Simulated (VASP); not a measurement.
Input of a VASP 6.6.1 run:

Contents of INCAR:

```
SYSTEM = AgCl
  PREC = Accurate
  ENCUT = 450
  EDIFF = 1E-7
  ISMEAR = 0
  SIGMA = 0.01
  LREAL = .False.
  LASPH = .True.
  NELM = 120
  ALGO = Normal
  ISIF = 2
  LWAVE = .False.
  LCHARG = .False.
  GGA = PS
  IBRION = 2
  NSW = 50
  EDIFFG = -0.002
  GGA_COMPAT = .False.
  NELMIN = 4
```

File KPOINTS:

```
regular mesh
0
Gamma
  8 8 8
  0 0 0
```

The input POSCAR:

```
AgCl
1.0
   -0.0136187858      2.7169477700      2.7169477700
    2.7169477700     -0.0136187858      2.7169477700
    2.7169477700      2.7169477700     -0.0136187858
Ag Cl
1 1
Direct
    0.0000000000      0.0000000000      0.0000000000
    0.5000000000      0.5000000000      0.5000000000
```

Potentials or basis: VASP PAW PBE potentials, release 64 (Ag, Cl).

Command:

```console
$ cat potpaw_PBE.64/Ag/POTCAR potpaw_PBE.64/Cl/POTCAR > POTCAR
$ mpirun -np 1 vasp_std > vasp.out
```

Q: What does it give for the band gap on the k mesh?

A: 0.72 eV, indirect (least direct gap 3.22 eV).

Final structure:
```
Ag Cl
1.0
    -0.01362    2.71695    2.71695
     2.71695   -0.01362    2.71695
     2.71695    2.71695   -0.01362
Ag Cl
1 1
Direct
  0.00000 0.00000 0.00000
  0.50000 0.50000 0.50000
```

Caveat: the cell differs from its parent crystal (equal xy, yz and zx engineering shears of -0.5 %); the relaxation stopped at its first step, so nothing moved. A k mesh can miss the band edges.
